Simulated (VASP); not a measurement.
Set up this calculation in VASP 6.6.1, as the native input.

- Task: single point
- Functional: revPBE
- Dispersion: D4
- Potentials or basis: VASP PAW PBE potentials, release 64 (Ga_d, Sb)
- Cutoff: 500 eV
- k mesh: 6 × 6 × 6
- Occupations: gaussian, width 0.05 eV
- Spin: no spin polarisation
- Dipole correction: no
- Further INCAR settings: ALGO = Normal; EDIFF = 1e-06; NBANDS = 16

The structure of GaSb lies in POSCAR:

```
GaSb
1.0
    0.0000000000      3.0856046010      3.0856046010
    3.0856046010      0.0000000000      3.0856046010
    3.0856046010      3.0856046010      0.0000000000
Ga Sb
1 1
Direct
    0.0000000000      0.0000000000      0.0000000000
    0.7500000000      0.7500000000      0.7500000000
```

This cell differs from its parent crystal: volume scaled by 1.04.

One way to write it, as run:

INCAR

```
SYSTEM = GaSb
  ALGO = Normal
  EDIFF = 1E-6
  ENCUT = 500
  GGA = RE
  GGA_COMPAT = .False.
  ISIF = 2
  ISMEAR = 0
  IVDW = 13
  LASPH = .True.
  LCHARG = .False.
  LREAL = .False.
  LWAVE = .False.
  NBANDS = 16
  NELM = 120
  PREC = Accurate
  SIGMA = 0.05
```

KPOINTS

```
k-points
0
Gamma
  6 6 6
  0 0 0
```

Potentials or basis: VASP PAW PBE potentials, release 64 (Ga_d, Sb).

Command:

```sh
$ cat potpaw_PBE.64/Ga_d/POTCAR potpaw_PBE.64/Sb/POTCAR > POTCAR
$ mpirun -np 1 vasp_std > vasp.out
```

It gave:

```yaml
Pressure: -1.7 GPa
Band_gap_on_the_k_mesh: zero (filled and empty bands touch)
Dispersion_energy_per_atom: -0.642 eV
```

Caveat: the PAW data sets were made with another functional, which shifts forces and pressure a little; spin-orbit coupling is left out, which moves the levels of the heavy elements; pairwise dispersion overbinds metals, which lowers pressure and volume.

It took 27 s on 1 thread of Intel Xeon 8259CL (shared host), peak memory 0.18 GiB.
